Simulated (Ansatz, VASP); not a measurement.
Two plane-wave programs on HgTe

File INCAR:

```
SYSTEM = HgTe
PREC = Accurate ; ENCUT = 520
EDIFF = 1E-7 ; ISMEAR = 0
SIGMA = 0.05 ; LREAL = .False.
LASPH = .True. ; NELM = 80
ALGO = Normal ; ISIF = 2
LWAVE = .False. ; LCHARG = .True.
GGA = PE ; LELF = .True.
LVHAR = .True. ; NBANDS = 16
```

KPOINTS

```
regular mesh
0
Gamma
  10 10 10
  0 0 0
```

POSCAR

```
HgTe
1.0
    0.0000000000      3.2621203729      3.2621203729
    3.2621203729      0.0000000000      3.2621203729
    3.2621203729      3.2621203729      0.0000000000
Hg Te
1 1
Direct
    0.0000000000      0.0000000000      0.0000000000
    0.2500000000      0.2500000000      0.2500000000
```

Input for Ansatz:

```yaml
crystal:
  lattice:
    - [0.0, 3.2621203729, 3.2621203729]
    - [3.2621203729, 0.0, 3.2621203729]
    - [3.2621203729, 3.2621203729, 0.0]
  atoms:
    - { symbol: Hg, position: [0.0, 0.0, 0.0] }
    - { symbol: Te, position: [0.25, 0.25, 0.25] }
basis:
  ecutwfc: 420
  ecutrho_ratio: 4
kpoints:
  mp_grid: { grid: [10, 10, 10] }
hamiltonian:
  xc: pbe
scf:
  occupations: { method: gaussian, width: 0.05 }
output:
  forces: true
  stress: true
  eigenvalues: true
```

Alike in both runs: task single point; functional PBE; k mesh 10 × 10 × 10; occupations gaussian, width 0.05 eV; no spin polarisation.

|  | VASP | Ansatz |
| --- | --- | --- |
| version | VASP 6.6.1 | Ansatz 0.2.0 |
| potentials or method | VASP PAW PBE potentials, release 64 (Hg, Te), cutoff 520 eV | scalar-relativistic, plane waves, PAW |
| valence electrons in the cell | 18 | 36 |

```csv
,VASP,Ansatz,Ansatz less VASP
gap on the k mesh at the Fermi level (eV),none,none,-
pressure (GPa),2.3,2.3,-0.06
```

A gap of «none» marks a metal or a gap that the smearing closes. VASP's potentials hold 18 valence electrons a cell and Ansatz's 36, so a difference there can come from the potentials and not from the codes.

Neither program's run includes spin-orbit coupling.
